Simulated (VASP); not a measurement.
Runs of VASP 6.6.1 on AlN. The structure is that of space group Cc (No. 9), or close to it. The cells are those of the table. 

| cell | gap on the mesh (eV) | pressure (GPa) | largest force (eV/Å) |
| --- | --- | --- | --- |
| a = 3.123, b = 3.097, c = 4.999 Å, angles 81.5, 107.1, 120.3°, 4 atoms | 2.75 | 2.2 | 0.03 |
| a = 3.123, b = 3.097, c = 4.868 Å, angles 81.4, 107.3, 120.3°, 4 atoms | 2.67 | 8.8 | 0.04 |
| a = 3.092, b = 3.090, c = 4.752 Å, angles 87.1, 95.8, 120.0°, 4 atoms | (b) | (c) | 0.01 |
| a = 3.092, b = 3.090, c = 4.818 Å, angles 87.1, 95.8, 120.0°, 4 atoms | 4.17 | 6.5 | 0.02 |
| a = 3.123, b = 3.097, c = 5.129 Å, angles 81.6, 106.8, 120.3°, 4 atoms | 2.79 | -3.5 | 0.03 |
| a = 3.123, b = 3.097, c = 4.803 Å, angles 81.3, 107.4, 120.3°, 4 atoms | 2.61 | 12.3 | 0.04 |
| a = 3.092, b = 3.090, c = 5.147 Å, angles 87.2, 95.6, 120.0°, 4 atoms | (a) | -6.7 | 0.02 |
| a = 3.092, b = 3.090, c = 5.015 Å, angles 87.2, 95.7, 120.0°, 4 atoms | 4.02 | -1.9 | 0.01 |

Alike in all rows: task single point; level LDA; potentials or basis VASP PAW LDA potentials, release 64 (Al, N); no spin polarisation; k mesh 9 × 9 × 6; cutoff (eV) 520; smearing gaussian 0.05 eV.

Task: Estimate the missing entries.

Result: (a) 3.84; (b) 4.19; (c) 9.5.

A k mesh can miss the band edges.
